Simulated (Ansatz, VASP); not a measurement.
## One calculation of Ir, two programs

Contents of POSCAR:

```
Ir
1.0
    0.0000000000      1.8717075000      1.8237150000
    1.8717075000      0.0000000000      1.8237150000
    1.8717075000      1.8717075000      0.0000000000
Ir
1
Direct
    0.0000000000      0.0000000000      0.0000000000
```

Contents of INCAR.step1:

```
SYSTEM = Ir
ALGO     = Normal         ! electronic algorithm
EDIFF    = 1E-4           ! SCF threshold, eV
ENCUT    = 520            ! plane-wave cutoff, eV
GGA      = PE             ! functional
ISMEAR   = 0              ! smearing method
LASPH    = .TRUE.         ! aspherical terms in the spheres
LCHARG   = .FALSE.        ! write CHGCAR
LREAL    = .FALSE.        ! projectors in reciprocal space
LWAVE    = .TRUE.         ! write WAVECAR
NBANDS   = 10             ! bands
NELM     = 80             ! most SCF steps
PREC     = Accurate       ! precision mode
SIGMA    = 0.15           ! smearing width, eV
```

INCAR.step2

```
SYSTEM = Ir
ALGO     = Normal         ! electronic algorithm
EDIFF    = 1E-7           ! SCF threshold, eV
ENCUT    = 520            ! plane-wave cutoff, eV
ISIF     = 2              ! what is computed and relaxed
ISMEAR   = 0              ! smearing method
ISTART   = 1            
LASPH    = .TRUE.         ! aspherical terms in the spheres
LCHARG   = .TRUE.         ! write CHGCAR
LELF     = .TRUE.         ! ELF
LMIXTAU  = .TRUE.       
LREAL    = .FALSE.        ! projectors in reciprocal space
LVHAR    = .TRUE.       
LWAVE    = .FALSE.        ! write WAVECAR
METAGGA  = R2SCAN         ! meta-GGA
NBANDS   = 10             ! bands
NELM     = 80             ! most SCF steps
PREC     = Accurate       ! precision mode
SIGMA    = 0.15           ! smearing width, eV
```

The input KPOINTS:

```
k-points
0
G
  22 22 22
  0 0 0
```

Input for Ansatz:

```yaml
crystal:
  lattice:
    - [0.0, 1.8717075, 1.823715]
    - [1.8717075, 0.0, 1.823715]
    - [1.8717075, 1.8717075, 0.0]
  atoms:
    - { symbol: Ir, position: [0.0, 0.0, 0.0] }
basis:
  ecutwfc: 500
kpoints:
  mp_grid: { grid: [22, 22, 22] }
hamiltonian:
  xc: r2scan
scf:
  occupations: { method: gaussian, width: 0.15 }
output:
  forces: true
  stress: true
  eigenvalues: true
```

Change from the starting cell: strain -0.025 along x and y, -0.050 along z, atoms carried along.

Alike in both runs: task single point; functional r2SCAN; k mesh 22 × 22 × 22; occupations gaussian, width 0.15 eV; no spin polarisation.

|  | VASP | Ansatz |
| --- | --- | --- |
| version | VASP 6.6.1 | Ansatz 0.2.0 |
| potentials or method | VASP PAW PBE potentials, release 64 (Ir), cutoff 520 eV | scalar-relativistic, plane waves, PAW |
| valence electrons in the cell | 9 | 17 |

```csv
,VASP,Ansatz,Ansatz less VASP
gap on the k mesh at the Fermi level (eV),none,none,-
pressure (GPa),56.8,52.3,-4.46
"traceless stress, the component that is largest in VASP (GPa)",8.53,8.50,-0.035
```

VASP's potentials were made for PBE, not for r2SCAN. A gap of «none» marks a metal or a gap that the smearing closes. Both programs put the cell under a high pressure, so it lies far from rest at this level. The functional is the same, so the differences come from potentials, cutoffs and numerics. VASP's potentials hold 9 valence electrons a cell and Ansatz's 17, so a difference there can come from the potentials and not from the codes.

Neither program's run includes spin-orbit coupling.
